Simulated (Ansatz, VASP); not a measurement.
## Si3Ge in VASP and in Ansatz

INCAR

```
PREC     = Accurate       # precision mode
ENCUT    = 500            # plane-wave cutoff, eV
EDIFF    = 1E-6           # SCF threshold, eV
ISMEAR   = 0              # smearing method
SIGMA    = 0.1            # smearing width, eV
LREAL    = F              # projectors in reciprocal space
LASPH    = T              # aspherical terms in the spheres
NELM     = 120            # most SCF steps
ALGO     = Normal         # electronic algorithm
ISIF     = 2              # what is computed and relaxed
LWAVE    = F              # write WAVECAR
LCHARG   = T              # write CHGCAR
GGA      = PE             # functional
LELF     = T              # ELF
LVHAR    = T            
NBANDS   = 21             # bands
GGA_COMPAT= F
```

Contents of KPOINTS:

```
regular mesh
0
Gamma
  6 6 2
```

Contents of POSCAR:

```
Si3Ge
1.0
    2.7839507500      0.0000000000      0.0000000000
   -1.3919753700      2.4109720700      0.0000000000
    0.0000000000      0.0000000000      9.6651072500
Si Ge
3 1
Direct
    0.6666666700      0.3333333300      0.2500000000
    0.6666666700      0.3333333300      0.7500000000
    0.3333333300      0.6666666700      0.5000000000
    0.3333333300      0.6666666700      0.0000000000
```

Input for Ansatz:

```yaml
crystal:
  lattice:
    - [2.78395075, 0.0, 0.0]
    - [-1.39197537, 2.41097207, 0.0]
    - [0.0, 0.0, 9.66510725]
  atoms:
    - { symbol: Si, position: [0.66666667, 0.33333333, 0.25] }
    - { symbol: Si, position: [0.66666667, 0.33333333, 0.75] }
    - { symbol: Si, position: [0.33333333, 0.66666667, 0.5] }
    - { symbol: Ge, position: [0.33333333, 0.66666667, 0.0] }
basis:
  ecutwfc: 420
kpoints:
  mp_grid: { grid: [6, 6, 2] }
hamiltonian:
  xc: pbe
scf:
  occupations: { method: gaussian, width: 0.1 }
  lower_state_search: "off"
output:
  forces: true
  stress: true
  eigenvalues: true
```

Alike in both runs: task single point; functional PBE; k mesh 6 × 6 × 2; occupations gaussian, width 0.1 eV; no spin polarisation.

```csv
,VASP,Ansatz
version,VASP 6.6.1,Ansatz 0.2.0
potentials or method,"VASP PAW PBE potentials, release 64 (Si, Ge_d), cutoff 500 eV","scalar-relativistic, plane waves, PAW"
valence electrons in the cell,26,26
```

Ansatz gave:

```
gap on the k mesh at the Fermi level (eV)                     : none
pressure (GPa)                                                : -0.8
traceless stress, the component that is largest in VASP (GPa) : -7.51
rms of the force components (eV/Å)                            : 0.198
```

Problem. What did VASP give for the same quantities?

Solution. gap on the k mesh at the Fermi level (eV): none; pressure (GPa): -0.8; traceless stress, the component that is largest in VASP (GPa): -7.51; rms of the force components (eV/Å): 0.200.

Atom by atom the forces differ by 0.001 eV/Å (rms over components). A gap of «none» marks a metal or a gap that the smearing closes.

The k mesh is coarse, so the values compare programs but aren't converged.
